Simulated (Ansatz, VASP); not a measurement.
## W in VASP and in Ansatz

```
W
1.0
    -0.21430    1.92870    1.92870
     1.92870   -0.21430    1.92870
     1.92870    1.92870   -0.21430
W
1
Direct
  0.00000 0.00000 0.00000
```

Alike in both runs: task single point; functional PBEsol; k mesh 22 × 22 × 22; occupations gaussian, width 0.15 eV; no spin polarisation.

|  | VASP | Ansatz |
| --- | --- | --- |
| version | VASP 6.6.1 | Ansatz 0.2.0 |
| potentials or method | VASP PAW PBE potentials, release 64 (W_sv), cutoff 520 eV | scalar-relativistic, plane waves, PAW |
| valence electrons in the cell | 14 | 14 |

Ansatz gave:

| Property | Result |
| --- | --- |
| gap on the k mesh at the Fermi level (eV) | none |
| pressure (GPa) | -10.0 |
| traceless stress, the component that is largest in VASP (GPa) | 1.28 |

Task: Estimate VASP's values.

Result: gap on the k mesh at the Fermi level (eV): none; pressure (GPa): -9.5; traceless stress, the component that is largest in VASP (GPa): 1.38.

VASP's potentials were made for PBE, not for PBEsol. A gap of «none» marks a metal or a gap that the smearing closes. With one functional, cell and mesh, what is left measures potentials, basis and numerics.

Neither program's run includes spin-orbit coupling.
